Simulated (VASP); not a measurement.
# BaNiSbF (P4/nmm) in VASP: single point with r2SCAN

Aim: the single point of BaNiSbF with r2SCAN.

All numbers are computed with VASP 6.6.1; they aren't measurements. Logs are shortened: lines on timing, memory, paths and dates and some standing lists are left out, and cuts for length are marked.

## (1) The cell of the first run

Symmetry: P4/nmm, No. 129, tetragonal system. Conventional cell: a = 4.392 Å, b = 4.392 Å, c = 9.677 Å, α = 90.00°, β = 90.00°, γ = 90.00°. Ba (site symmetry 4mm) has 4 F at 2.63 Å and 4 Sb at 3.58 Å within 3.6 Å. F (site symmetry -4m2) has 4 Ba at 2.63 Å and 4 F at 3.11 Å within 3.5 Å. Within 3.6 Å of Ni (site symmetry -4m2) lie 4 Sb at 2.72 Å and 4 Ni at 3.11 Å. Within 3.6 Å of Sb (site symmetry 4mm) lie 4 Ni at 2.72 Å and 4 Ba at 3.58 Å.

## (2) Single point, r2SCAN

The input, POSCAR:

```
BaNiSbF
1.0
    4.3920908500      0.0000000000      0.0000000000
    0.0000000000      4.3920908500      0.0000000000
    0.0000000000      0.0000000000      9.6769892900
Ba F Ni Sb
2 2 2 2
Direct
    0.7500000000      0.7500000000      0.3507900000
    0.2500000000      0.2500000000      0.6492100000
    0.2500000000      0.7500000000      0.5000000000
    0.7500000000      0.2500000000      0.5000000000
    0.2500000000      0.7500000000      0.0000000000
    0.7500000000      0.2500000000      0.0000000000
    0.2500000000      0.2500000000      0.1660400000
    0.7500000000      0.7500000000      0.8339600000
```

The input, INCAR.step1:

```
SYSTEM = BaNiSbF
PREC = Accurate
ENCUT = 520
ISMEAR = -1
SIGMA = 0.1
LREAL = .False.
LASPH = .True.
NELM = 80
NBANDS = 42
GGA = PE
ALGO = Normal
EDIFF = 1E-4
LWAVE = .True.
LCHARG = .False.
```

The input, INCAR.step2:

```
SYSTEM = BaNiSbF
PREC = Accurate
ENCUT = 520
EDIFF = 1E-6
ISMEAR = -1
SIGMA = 0.1
LREAL = .False.
LASPH = .True.
NELM = 80
ALGO = Normal
ISIF = 2
LWAVE = .False.
LCHARG = .False.
METAGGA = R2SCAN
LMIXTAU = .True.
NBANDS = 42
ISTART = 1
```

The input, KPOINTS:

```
regular mesh
0
Gamma
  6 6 3
  0 0 0
```

Potentials or basis: VASP PAW PBE potentials, release 64 (Ba_sv, F, Ni, Sb).

Command:

```
> cat potpaw_PBE.64/Ba_sv/POTCAR potpaw_PBE.64/F/POTCAR potpaw_PBE.64/Ni/POTCAR potpaw_PBE.64/Sb/POTCAR > POTCAR
> cp INCAR.step1 INCAR
> mpirun -np 1 vasp_std > vasp.out
> cp INCAR.step2 INCAR
> mpirun -np 1 vasp_std > vasp.out
```

OUTCAR:

```text
SYSTEM = BaNiSbF
   PREC = Accurate
   ENCUT = 520
   EDIFF = 1E-6
   ISMEAR = -1
   LREAL = .False.
   LASPH = .True.
   NELM = 80
   ISIF = 2
   METAGGA = R2SCAN
   ISTART = 1

 ion  position               nearest neighbor table
   1  0.750  0.750  0.351-   3 2.63   4 2.63   4 2.63   3 2.63   7 3.58   7 3.58   7 3.58   7 3.58
                             2 4.24   2 4.24   2 4.24   2 4.24
   2  0.250  0.250  0.649-   3 2.63   4 2.63   3 2.63   4 2.63   8 3.58   8 3.58   8 3.58   8 3.58
                             1 4.24   1 4.24   1 4.24   1 4.24
   3  0.250  0.750  0.500-   1 2.63   2 2.63   2 2.63   1 2.63
   4  0.750  0.250  0.500-   1 2.63   2 2.63   1 2.63   2 2.63
   5  0.250  0.750  0.000-   7 2.72   8 2.72   7 2.72   8 2.72
   6  0.750  0.250  0.000-   7 2.72   8 2.72   8 2.72   7 2.72
   7  0.250  0.250  0.166-   5 2.72   6 2.72   5 2.72   6 2.72   1 3.58   1 3.58   1 3.58   1 3.58

   8  0.750  0.750  0.834-   5 2.72   6 2.72   6 2.72   5 2.72   2 3.58   2 3.58   2 3.58   2 3.58

  LATTYP: Found a simple tetragonal cell.
 ALAT       =     4.3920908500
 C/A-ratio  =     2.2032762118

  Lattice vectors:

 A1 = (   4.3920908500,   0.0000000000,   0.0000000000)
 A2 = (   0.0000000000,   4.3920908500,   0.0000000000)
 A3 = (   0.0000000000,   0.0000000000,   9.6769892900)

Analysis of symmetry for initial positions (statically):
=====================================================================
 Subroutine PRICEL returns:
 Original cell was already a primitive cell.

 Routine SETGRP: Setting up the symmetry group for a
 simple tetragonal supercell.

 Subroutine GETGRP returns: Found 16 space group operations
 (whereof  4 operations were pure point group operations)
 out of a pool of 16 trial point group operations.

The static configuration has the point symmetry C_2h.
 The point group associated with its full space group is D_4h.

Analysis of symmetry for dynamics (positions and initial velocities):
=====================================================================
 Subroutine PRICEL returns:
 Original cell was already a primitive cell.

 Routine SETGRP: Setting up the symmetry group for a
 simple tetragonal supercell.

 Subroutine GETGRP returns: Found 16 space group operations
 (whereof  4 operations were pure point group operations)
 out of a pool of 16 trial point group operations.

The dynamic configuration has the point symmetry C_2h.
 The point group associated with its full space group is D_4h.

 Subroutine INISYM returns: Found 16 space group operations
 (whereof  4 operations are pure point group operations),
 and found     1 'primitive' translations

----------------------------------------------------------------------------------------

                                     Primitive cell

  volume of cell :     186.6736

  direct lattice vectors                    reciprocal lattice vectors
     4.392090850  0.000000000  0.000000000     0.227681993  0.000000000  0.000000000
     0.000000000  4.392090850  0.000000000     0.000000000  0.227681993  0.000000000
     0.000000000  0.000000000  9.676989290     0.000000000  0.000000000  0.103337926

  length of vectors
     4.392090850  4.392090850  9.676989290     0.227681993  0.227681993  0.103337926

  position of ions in fractional coordinates (direct lattice)
     0.750000000  0.750000000  0.350790000
     0.250000000  0.250000000  0.649210000
     0.250000000  0.750000000  0.500000000
     0.750000000  0.250000000  0.500000000
     0.250000000  0.750000000  0.000000000
     0.750000000  0.250000000  0.000000000
     0.250000000  0.250000000  0.166040000
     0.750000000  0.750000000  0.833960000

  ion indices of the primitive-cell ions
   primitive index   ion index
                 1           1
                 2           2
                 3           3
                 4           4
                 5           5
                 6           6
                 7           7
                 8           8

----------------------------------------------------------------------------------------

 KPOINTS: regular mesh

Automatic generation of k-mesh.
 Grid dimensions read from file:
 generate k-points for:    6    6    3

 Generating k-lattice:

  Cartesian coordinates                     Fractional coordinates (reciprocal lattice)
     0.037946999  0.000000000  0.000000000     0.166666667  0.000000000  0.000000000
     0.000000000  0.037946999  0.000000000     0.000000000  0.166666667  0.000000000
     0.000000000  0.000000000  0.034445975     0.000000000  0.000000000  0.333333333

  Length of vectors
     0.037946999  0.037946999  0.034445975

  Shift w.r.t. Gamma in fractional coordinates (k-lattice)
     0.000000000  0.000000000  0.000000000

 Subroutine IBZKPT returns following result:
 ===========================================

 Found     20 irreducible k-points:

 Following reciprocal coordinates:
            Coordinates               Weight
  0.000000  0.000000  0.000000      1.000000
  0.166667  0.000000  0.000000      4.000000
  0.333333  0.000000  0.000000      4.000000
  0.500000  0.000000  0.000000      2.000000
  0.166667  0.166667  0.000000      4.000000
  0.333333  0.166667  0.000000      8.000000
[... 12 lines left out ...]
  0.500000  0.333333  0.333333      8.000000
  0.500000  0.500000  0.333333      2.000000
   k-points           NKPTS =     20   k-points in BZ     NKDIM =     20   number of bands    NBANDS=     42
   number of dos      NEDOS =    301   number of ions     NIONS =      8
   total plane-waves  NPLWV =  93312
   dimension x,y,z NGX =    36 NGY =   36 NGZ =   72
   dimension x,y,z NGXF=    72 NGYF=   72 NGZF=  144
   ions per type =               2   2   2   2
   NGX,Y,Z   is equivalent  to a cutoff of  13.63, 13.63, 12.37 a.u.
   NGXF,Y,Z  is equivalent  to a cutoff of  27.25, 27.25, 24.74 a.u.
 SYSTEM =  BaNiSbF
   PREC   = accura    normal or accurate (medium, high low for compatibility)
   ISTART =      1    job   : 0-new  1-cont  2-samecut
   ICHARG =      0    charge: 1-file 2-atom 10-const
   ISPIN  =      1    spin polarized calculation?
   LNONCOLLINEAR =      F non collinear calculations
   LSORBIT =      F    spin-orbit coupling
   LASPH  =      T    aspherical Exc in radial PAW
   ENCUT  =  520.0 eV  38.22 Ry    6.18 a.u.   8.17  8.17 17.99*2*pi/ulx,y,z
   NELM   =     80;   NELMIN=  2; NELMDL=  0     # of ELM steps
   EDIFF  = 0.1E-05   stopping-criterion for ELM
   LREAL  =      F    real-space projection
   EDIFFG = 0.1E-04   stopping-criterion for IOM
   NSW    =      0    number of steps for IOM
   IBRION =     -1    ionic relax: 0-MD 1-quasi-New 2-CG
   NFREE  =      0    steps in history (QN), initial steepest desc. (CG)
   ISIF   =      2    stress and relaxation
   ISYM   =      2    0-nonsym 1-usesym 2-fastsym
   POTIM  = 0.5000    time-step for ionic-motion
   TEBEG  =    0.0;   TEEND  =   0.0 temperature during run
   PSTRESS=    0.0 pullay stress
   NELECT =      64.0000    total number of electrons
   NUPDOWN=      -1.0000    fix difference up-down
   EMIN   =  10.00;   EMAX   =-10.00  energy-range for DOS
   EFERMI =   0.00;   METHOD = LEGACY
   ISMEAR =    -1;   SIGMA  =   0.10  broadening in eV -4-tet -1-fermi 0-gaus
   EFERMI_NEDOS =   21; number of points for ismear=-14 and -15
   IALGO  =     38    algorithm
   IMIX   =      4    mixing-type and parameters
     AMIX     =   0.40;   BMIX     =  1.00
     AMIX_MAG =   1.60;   BMIX_MAG =  1.00
  volume/ion in A,a.u.               =      23.33       157.47
  Fermi-wavevector in a.u.,A,eV,Ry     =   1.145796  2.165240 17.862379  1.312848
  Thomas-Fermi vector in A             =   2.282483
   LORBIT       =      0    0 simple, 1 ext, 2 COOP (PROOUT), +10 PAW based schemes
   METAGGA = R2SCAN    functional components
   LHFCALC =     F    Hartree Fock is set to
   AEXX    =    0.0000 exact exchange contribution
   IVDW    =     0    specifies the selected vdW correction
   LEPSILON=     F    determine dielectric tensor
   LRPA    =     F    only Hartree local field effects (RPA)
 non-spin polarized calculation
  energy-cutoff  :      520.00
  volume of cell :      186.67
 maximum number of plane-waves:      5079
 NGX is ok and might be reduce to    36
   NGX = 17   NGY = 17   NGZ = 35

 number of electron      63.9999948 magnetization

 Free energy of the ion-electron system (eV)
  ---------------------------------------------------
  ext. energy  EPLUGINS =         0.00000000
  ---------------------------------------------------
  free energy    TOTEN  =      -148.63681927 eV

  energy without entropy =     -148.46286035  energy(sigma->0) =     -148.54983981

 E-fermi :   4.6035     XC(G=0): -10.1073

 val. band max:        4.6016333716   @ k =   0.3333   0.0000   0.3333
 cond. band min:       4.6139037606   @ k =   0.0000   0.0000   0.0000
 fundamental gap:      0.0122703889
 Fermi energy:         4.6034729108

 k-point     1 :       0.0000    0.0000    0.0000
  band No.  band energies     occupation
      1     -24.4081      2.00000
      2     -24.1357      2.00000
      3     -21.1806      2.00000
      4     -21.1005      2.00000
      5      -9.1650      2.00000
      6      -9.1650      2.00000
[... 34 lines left out ...]
     41       9.2073      0.00000
     42       9.7749      0.00000

 k-point     2 :       0.1667    0.0000    0.0000
  band No.  band energies     occupation
      1     -24.3742      2.00000
      2     -24.1356      2.00000
      3     -21.2007      2.00000
      4     -21.1281      2.00000
      5      -9.2425      2.00000
      6      -9.1347      2.00000
[... 34 lines left out ...]
     41       9.0629      0.00000
     42       9.2673      0.00000

 k-point     3 :       0.3333    0.0000    0.0000
  band No.  band energies     occupation
      1     -24.2908      2.00000
      2     -24.1498      2.00000
      3     -21.2363      2.00000
      4     -21.1906      2.00000
      5      -9.2714      2.00000
      6      -9.1255      2.00000
[... 717 lines left out ...]
      4     -21.3161      2.00000
      5      -9.2447      2.00000
      6      -9.2447      2.00000
[... 34 lines left out ...]
     41       9.7808      0.00000
     42       9.7808      0.00000

 k-point    20 :       0.5000    0.5000    0.3333
  band No.  band energies     occupation
      1     -24.1260      2.00000
      2     -24.1260      2.00000
      3     -21.3428      2.00000
      4     -21.3428      2.00000
      5      -9.2164      2.00000
      6      -9.2164      2.00000
[... 34 lines left out ...]
     41       9.8194      0.00000
     42       9.8194      0.00000

------------------------ aborting loop because EDIFF is reached ----------------------------------------

  FORCE on cell =-STRESS in cart. coord.  units (eV):
  Direction    XX          YY          ZZ          XY          YZ          ZX
  --------------------------------------------------------------------------------------
  -------------------------------------------------------------------------------------
  Total       -3.5836673     -3.5836673     -5.8788679     -0.0000000      0.0000000      0.0000000
  in kB      -30.7578076    -30.7578076    -50.4569962     -0.0000000      0.0000000      0.0000000
  external PRESSURE =     -37.3242038 kB  Pullay stress =       0.0000000 kB

 VOLUME and BASIS-vectors are now :
 -----------------------------------------------------------------------------
  energy-cutoff  :      520.00
  volume of cell :      186.67
      direct lattice vectors                 reciprocal lattice vectors
     4.392090850  0.000000000  0.000000000     0.227681993  0.000000000  0.000000000
     0.000000000  4.392090850  0.000000000     0.000000000  0.227681993  0.000000000
     0.000000000  0.000000000  9.676989290     0.000000000  0.000000000  0.103337926

 POSITION                                       TOTAL-FORCE (eV/Angst)
 -----------------------------------------------------------------------------------
      3.29407      3.29407      3.39459         0.000000      0.000000     -0.392858
      1.09802      1.09802      6.28240         0.000000      0.000000      0.392858
      1.09802      3.29407      4.83849         0.000000      0.000000     -0.000000
      3.29407      1.09802      4.83849         0.000000      0.000000     -0.000000
      1.09802      3.29407      0.00000        -0.000000      0.000000     -0.000000
      3.29407      1.09802      0.00000         0.000000     -0.000000     -0.000000
      1.09802      1.09802      1.60677         0.000000     -0.000000     -2.367151
      3.29407      3.29407      8.07022         0.000000      0.000000      2.367151
 -----------------------------------------------------------------------------------
    total drift:                                0.000000      0.000000      0.000000

  FREE ENERGIE OF THE ION-ELECTRON SYSTEM (eV)
  ---------------------------------------------------
  free  energy   TOTEN  =      -148.6368192665 eV

  energy  without entropy=     -148.4628603502  energy(sigma->0) =     -148.54983981
```

Wall time 6.5 min (1 thread of Intel Xeon Platinum 8375C at 2.90GHz (Ice Lake), shared host); peak memory 0.43 GiB.

Results:

```
Free energy            : -148.6368 eV
Pressure               : -3.7 GPa
Largest force          : 2.367 eV/Å
Band gap on the k mesh : zero (bands 32 and 33 overlap by 0.64 eV)
```

Forces on the atoms (eV/Å):
```
Ba   0.000  0.000 -0.393
Ba   0.000  0.000  0.393
F    0.000  0.000  0.000
F    0.000  0.000  0.000
Ni   0.000  0.000  0.000
Ni   0.000  0.000  0.000
Sb   0.000  0.000 -2.367
Sb   0.000  0.000  2.367
```

Levels at points of the mesh, in eV from the Fermi level:
```csv
k point,band 28,band 29,band 30,band 31,band 32,band 33,band 34,band 35,band 36,band 37
"(0.00, 0.00, 0.00)",-0.89,-0.60,-0.57,-0.57,0.01,1.32,1.32,1.95,2.78,3.17
"(0.50, 0.00, 0.00)",-1.30,-1.27,-1.27,0.01,0.01,0.53,0.53,2.92,2.92,3.32
"(0.50, 0.50, 0.00)",-1.41,-1.07,-1.07,-1.02,-1.02,-0.43,-0.43,2.91,2.91,3.48
```

Caveat: the cell stands under tension; the PAW data sets were made with another functional, which shifts forces and pressure a little; spin-orbit coupling is left out, which moves the levels of the heavy elements; the run has no spin polarisation, though such a crystal can be magnetic. With open d or f shells a metallic result of r2SCAN can be an artefact of self-interaction; +U or a hybrid may open a gap.
